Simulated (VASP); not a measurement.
# AlN (P4_2/mnm) in VASP: further runs

The runs below take AlN through relaxation of shape and atoms at fixed volume, with PBE.

All numbers are computed with VASP 6.6.1; they aren't measurements. Logs are shortened: lines on timing, memory, paths and dates and some standing lists are left out, and cuts for length are marked.

**1. The cell of the first run**

Symmetry: P4_2/mnm, No. 136, tetragonal system. Conventional cell: a = 5.442 Å, b = 5.442 Å, c = 3.174 Å, α = 90.00°, β = 90.00°, γ = 90.00°. Al (site symmetry m2m) has 4 N at 1.91 to 1.96 Å within 2.5 Å. N (site symmetry m2m) has 4 Al at 1.91 to 1.96 Å within 2.5 Å.

**2. Relaxation of shape and atoms at fixed volume, PBE (11.75 Å³/atom)**

Input file INCAR:

```
PREC = Accurate
ENCUT = 600
EDIFF = 1E-6
ISMEAR = 0
SIGMA = 0.02
LREAL = False
LASPH = True
NELM = 60
ALGO = Normal
ISIF = 4
LWAVE = False
LCHARG = False
GGA = PE
IBRION = 2
NSW = 50
EDIFFG = -0.01
```

Input file KPOINTS:

```
Automatic mesh
0
Gamma
  4 4 8
```

Input file POSCAR:

```
AlN
1.0
    5.4416019270      0.0000000000      0.0000000000
    0.0000000000      5.4416019270      0.0000000000
    0.0000000000      0.0000000000      3.1737486345
Al N
4 4
Direct
    0.6768244422      0.6768244422      0.0000000000
    0.1768244422      0.8231755578      0.5000000000
    0.8231755578      0.1768244422      0.5000000000
    0.3231755578      0.3231755578      0.0000000000
    0.8158751969      0.8158751969      0.5000000000
    0.1841248031      0.1841248031      0.5000000000
    0.6841248031      0.3158751969      0.0000000000
    0.3158751969      0.6841248031      0.0000000000
```

Potentials or basis: VASP PAW PBE potentials, release 64 (Al, N).

Launch:

```
$ cat potpaw_PBE.64/Al/POTCAR potpaw_PBE.64/N/POTCAR > POTCAR
$ mpirun -np 1 vasp_std > vasp.out
```

OUTCAR:

```text
PREC = Accurate
   ENCUT = 600
   EDIFF = 1E-6
   ISMEAR = 0
   LREAL = False
   LASPH = True
   NELM = 60
   ISIF = 4
   GGA = PE
   IBRION = 2
   NSW = 50
   EDIFFG = -0.01

 ion  position               nearest neighbor table
   1  0.677  0.677  0.000-   5 1.91   5 1.91   8 1.96   7 1.96   4 2.72   3 3.25   2 3.25   3 3.25
                             2 3.25   3 3.25   3 3.25   2 3.25   2 3.25
   2  0.177  0.823  0.500-   8 1.91   8 1.91   5 1.96   6 1.96   3 2.72   1 3.25   1 3.25   4 3.25
                             4 3.25   4 3.25   4 3.25   1 3.25   1 3.25
   3  0.823  0.177  0.500-   7 1.91   7 1.91   5 1.96   6 1.96   2 2.72   1 3.25   1 3.25   4 3.25
                             4 3.25   1 3.25   1 3.25   4 3.25   4 3.25
   4  0.323  0.323  0.000-   6 1.91   6 1.91   8 1.96   7 1.96   1 2.72   2 3.25   2 3.25   3 3.25
                             3 3.25   2 3.25   2 3.25   3 3.25   3 3.25
   5  0.816  0.816  0.500-   1 1.91   1 1.91   3 1.96   2 1.96
   6  0.184  0.184  0.500-   4 1.91   4 1.91   2 1.96   3 1.96
   7  0.684  0.316  0.000-   3 1.91   3 1.91   4 1.96   1 1.96
   8  0.316  0.684  0.000-   2 1.91   2 1.91   4 1.96   1 1.96

  LATTYP: Found a simple tetragonal cell.
 ALAT       =     5.4416019270
 C/A-ratio  =     0.5832379283

  Lattice vectors:

 A1 = (   5.4416019270,   0.0000000000,   0.0000000000)
 A2 = (   0.0000000000,   5.4416019270,   0.0000000000)
 A3 = (   0.0000000000,   0.0000000000,   3.1737486345)

Analysis of symmetry for initial positions (statically):
=====================================================================
 Subroutine PRICEL returns:
 Original cell was already a primitive cell.

 Routine SETGRP: Setting up the symmetry group for a
 simple tetragonal supercell.

 Subroutine GETGRP returns: Found 16 space group operations
 (whereof  8 operations were pure point group operations)
 out of a pool of 16 trial point group operations.

The static configuration has the point symmetry D_2h.
 The point group associated with its full space group is D_4h.

Analysis of symmetry for dynamics (positions and initial velocities):
=====================================================================
 Subroutine PRICEL returns:
 Original cell was already a primitive cell.

 Routine SETGRP: Setting up the symmetry group for a
 simple tetragonal supercell.

 Subroutine GETGRP returns: Found 16 space group operations
 (whereof  8 operations were pure point group operations)
 out of a pool of 16 trial point group operations.

The dynamic configuration has the point symmetry D_2h.
 The point group associated with its full space group is D_4h.

 Subroutine INISYM returns: Found 16 space group operations
 (whereof  8 operations are pure point group operations),
 and found     1 'primitive' translations

----------------------------------------------------------------------------------------

                                     Primitive cell

  volume of cell :      93.9780

  direct lattice vectors                    reciprocal lattice vectors
     5.441601927  0.000000000  0.000000000     0.183769414  0.000000000  0.000000000
     0.000000000  5.441601927  0.000000000     0.000000000  0.183769414  0.000000000
     0.000000000  0.000000000  3.173748634     0.000000000  0.000000000  0.315084815

  length of vectors
     5.441601927  5.441601927  3.173748634     0.183769414  0.183769414  0.315084815

  position of ions in fractional coordinates (direct lattice)
     0.676824442  0.676824442  0.000000000
     0.176824442  0.823175558  0.500000000
     0.823175558  0.176824442  0.500000000
     0.323175558  0.323175558  0.000000000
     0.815875197  0.815875197  0.500000000
     0.184124803  0.184124803  0.500000000
     0.684124803  0.315875197  0.000000000
     0.315875197  0.684124803  0.000000000

  ion indices of the primitive-cell ions
   primitive index   ion index
                 1           1
                 2           2
                 3           3
                 4           4
                 5           5
                 6           6
                 7           7
                 8           8

----------------------------------------------------------------------------------------

 KPOINTS: Automatic mesh

Automatic generation of k-mesh.
 Grid dimensions read from file:
 generate k-points for:    4    4    8

 Generating k-lattice:

  Cartesian coordinates                     Fractional coordinates (reciprocal lattice)
     0.045942354  0.000000000  0.000000000     0.250000000  0.000000000  0.000000000
     0.000000000  0.045942354  0.000000000     0.000000000  0.250000000  0.000000000
     0.000000000  0.000000000  0.039385602     0.000000000  0.000000000  0.125000000

  Length of vectors
     0.045942354  0.045942354  0.039385602

  Shift w.r.t. Gamma in fractional coordinates (k-lattice)
     0.000000000  0.000000000  0.000000000

 Subroutine IBZKPT returns following result:
 ===========================================

 Found     30 irreducible k-points:

 Following reciprocal coordinates:
            Coordinates               Weight
  0.000000  0.000000  0.000000      1.000000
  0.250000  0.000000  0.000000      4.000000
  0.500000  0.000000  0.000000      2.000000
  0.250000  0.250000  0.000000      4.000000
  0.500000  0.250000  0.000000      4.000000
  0.500000  0.500000  0.000000      1.000000
[... 16 lines left out ...]
  0.500000  0.250000  0.375000      8.000000
  0.500000  0.500000  0.375000      2.000000
 [... further k-points ...]
   k-points           NKPTS =     30   k-points in BZ     NKDIM =     30   number of bands    NBANDS=     21
   number of dos      NEDOS =    301   number of ions     NIONS =      8
   total plane-waves  NPLWV =  64512
   dimension x,y,z NGX =    48 NGY =   48 NGZ =   28
   dimension x,y,z NGXF=    96 NGYF=   96 NGZF=   56
   ions per type =               4   4
   NGX,Y,Z   is equivalent  to a cutoff of  14.66, 14.66, 14.67 a.u.
   NGXF,Y,Z  is equivalent  to a cutoff of  29.33, 29.33, 29.33 a.u.
 SYSTEM =  unknown system
   PREC   = accura    normal or accurate (medium, high low for compatibility)
   ISTART =      0    job   : 0-new  1-cont  2-samecut
   ICHARG =      2    charge: 1-file 2-atom 10-const
   ISPIN  =      1    spin polarized calculation?
   LNONCOLLINEAR =      F non collinear calculations
   LSORBIT =      F    spin-orbit coupling
   LASPH  =      T    aspherical Exc in radial PAW
   ENCUT  =  600.0 eV  44.10 Ry    6.64 a.u.  10.87 10.87  6.34*2*pi/ulx,y,z
   NELM   =     60;   NELMIN=  2; NELMDL= -5     # of ELM steps
   EDIFF  = 0.1E-05   stopping-criterion for ELM
   LREAL  =      F    real-space projection
   EDIFFG = -.1E-01   stopping-criterion for IOM
   NSW    =     50    number of steps for IOM
   IBRION =      2    ionic relax: 0-MD 1-quasi-New 2-CG
   NFREE  =      1    steps in history (QN), initial steepest desc. (CG)
   ISIF   =      4    stress and relaxation
   ISYM   =      2    0-nonsym 1-usesym 2-fastsym
   POTIM  = 0.5000    time-step for ionic-motion
   TEBEG  =    0.0;   TEEND  =   0.0 temperature during run
   PSTRESS=    0.0 pullay stress
   NELECT =      32.0000    total number of electrons
   NUPDOWN=      -1.0000    fix difference up-down
   EMIN   =  10.00;   EMAX   =-10.00  energy-range for DOS
   EFERMI =   0.00;   METHOD = LEGACY
   ISMEAR =     0;   SIGMA  =   0.02  broadening in eV -4-tet -1-fermi 0-gaus
   EFERMI_NEDOS =   21; number of points for ismear=-14 and -15
   IALGO  =     38    algorithm
   IMIX   =      4    mixing-type and parameters
     AMIX     =   0.40;   BMIX     =  1.00
     AMIX_MAG =   1.60;   BMIX_MAG =  1.00
  volume/ion in A,a.u.               =      11.75        79.27
  Fermi-wavevector in a.u.,A,eV,Ry     =   1.143184  2.160305 17.781041  1.306870
  Thomas-Fermi vector in A             =   2.279880
   LORBIT       =      0    0 simple, 1 ext, 2 COOP (PROOUT), +10 PAW based schemes
   GGA     = PE    functional components
   LHFCALC =     F    Hartree Fock is set to
   AEXX    =    0.0000 exact exchange contribution
   IVDW    =     0    specifies the selected vdW correction
   LEPSILON=     F    determine dielectric tensor
   LRPA    =     F    only Hartree local field effects (RPA)
 conjugate gradient relaxation of ions
 non-spin polarized calculation
 Gauss-broadening in eV      SIGMA  =   0.02
  energy-cutoff  :      600.00
  volume of cell :       93.98
 maximum number of plane-waves:      3164
 NGX is ok and might be reduce to    48
   NGX = 21   NGY = 21   NGZ = 13

--------------------------------------- Ionic step        1  -------------------------------------------

 number of electron      32.0000000 magnetization

 Free energy of the ion-electron system (eV)
  ---------------------------------------------------
  ext. energy  EPLUGINS =         0.00000000
  ---------------------------------------------------
  free energy    TOTEN  =       -59.14965199 eV

  energy without entropy =      -59.14965199  energy(sigma->0) =      -59.14965199

------------------------ aborting loop because EDIFF is reached ----------------------------------------

  FORCE on cell =-STRESS in cart. coord.  units (eV):
  Direction    XX          YY          ZZ          XY          YZ          ZX
  --------------------------------------------------------------------------------------
  -------------------------------------------------------------------------------------
  Total       -5.6461522     -5.6461522     -6.0157488      0.0000000      0.0000000      0.0000000
  in kB      -96.2580596    -96.2580596   -102.5591033      0.0000000      0.0000000      0.0000000
  external PRESSURE =     -98.3584075 kB  Pullay stress =       0.0000000 kB
[... 153 lines left out ...]
  energy  without entropy=      -59.1505520601  energy(sigma->0) =      -59.15055206

--------------------------------------- Ionic step        5  -------------------------------------------

 number of electron      32.0000000 magnetization

 Free energy of the ion-electron system (eV)
  ---------------------------------------------------
  ext. energy  EPLUGINS =         0.00000000
  ---------------------------------------------------
  free energy    TOTEN  =       -59.15056506 eV

  energy without entropy =      -59.15056506  energy(sigma->0) =      -59.15056506

 E-fermi :   5.0710     XC(G=0): -10.3294

 val. band max:        4.9743450503   @ k =   0.0000   0.0000   0.0000
 cond. band min:       8.3325628492   @ k =   0.0000   0.0000   0.0000
 fundamental gap:      3.3582177989
 Fermi energy:         5.0709845436

 k-point     1 :       0.0000    0.0000    0.0000
  band No.  band energies     occupation
      1      -9.6741      2.00000
      2      -7.8822      2.00000
      3      -7.8822      2.00000
      4      -7.6427      2.00000
      5      -0.7714      2.00000
      6       0.4865      2.00000
[... 550 lines left out ...]
      5      -0.1769      2.00000
      6      -0.1769      2.00000
[... 13 lines left out ...]
     20      10.6808      0.00000
     21      13.4092      0.00000

 [... further k-points ...]

------------------------ aborting loop because EDIFF is reached ----------------------------------------

  FORCE on cell =-STRESS in cart. coord.  units (eV):
  Direction    XX          YY          ZZ          XY          YZ          ZX
  --------------------------------------------------------------------------------------
  -------------------------------------------------------------------------------------
  Total       -5.7203552     -5.7203552     -5.7070792     -0.0000000      0.0000000      0.0000000
  in kB      -97.5231037    -97.5231037    -97.2967686     -0.0000000      0.0000000      0.0000000
  external PRESSURE =     -97.4476587 kB  Pullay stress =       0.0000000 kB
[... 23 lines left out ...]
  FREE ENERGIE OF THE ION-ELECTRON SYSTEM (eV)
  ---------------------------------------------------
  free  energy   TOTEN  =       -59.1505650602 eV

  energy  without entropy=      -59.1505650602  energy(sigma->0) =      -59.15056506

 reached required accuracy - stopping structural energy minimisation
```

It took 3.6 min on 1 thread of Intel Xeon 8259CL, shared host; peak memory 0.27 GiB.

What came out:

```
Free energy                  : -59.1506 eV
Energy gained by relaxing    : 0.1 meV/atom
Ionic steps                  : 5
Pressure after relaxing      : -9.7 GPa
Largest force after relaxing : 0.004 eV/Å
Band gap on the k mesh       : 3.36 eV
```

Forces in eV/Å, atoms in the order of the input:
```
Al   0.002  0.002  0.000
Al   0.002 -0.002  0.000
Al  -0.002  0.002  0.000
Al  -0.002 -0.002  0.000
N    0.003  0.003  0.000
N   -0.003 -0.003  0.000
N   -0.003  0.003  0.000
N    0.003 -0.003  0.000
```

The path:
| step | energy change (eV) | largest force (eV/Å) | pressure (GPa) | volume (Å³) |
| --- | --- | --- | --- | --- |
| 1 | 0.0000 | 0.0437 | -9.84 | 93.98 |
| 2 | -0.0008 | 0.0138 | -9.78 | 93.98 |
| 3 | -0.0009 | 0.0135 | -9.75 | 93.98 |
| 4 | -0.0009 | 0.0117 | -9.74 | 93.98 |
| 5 | -0.0009 | 0.0040 | -9.74 | 93.98 |

Final structure:
```xyz
8
Lattice="5.4488 0.0000 0.0000 0.0000 5.4488 0.0000 0.0000 0.0000 3.1654" Properties=species:S:1:pos:R:3 pbc="T T T"
Al    3.6863    3.6863    0.0000
Al    0.9620    4.4868    1.5827
Al    4.4868    0.9620    1.5827
Al    1.7624    1.7624    0.0000
N     4.4479    4.4479    1.5827
N     1.0009    1.0009    1.5827
N     3.7253    1.7235    0.0000
N     1.7235    3.7253    0.0000
```

[end of part 1 of 2]
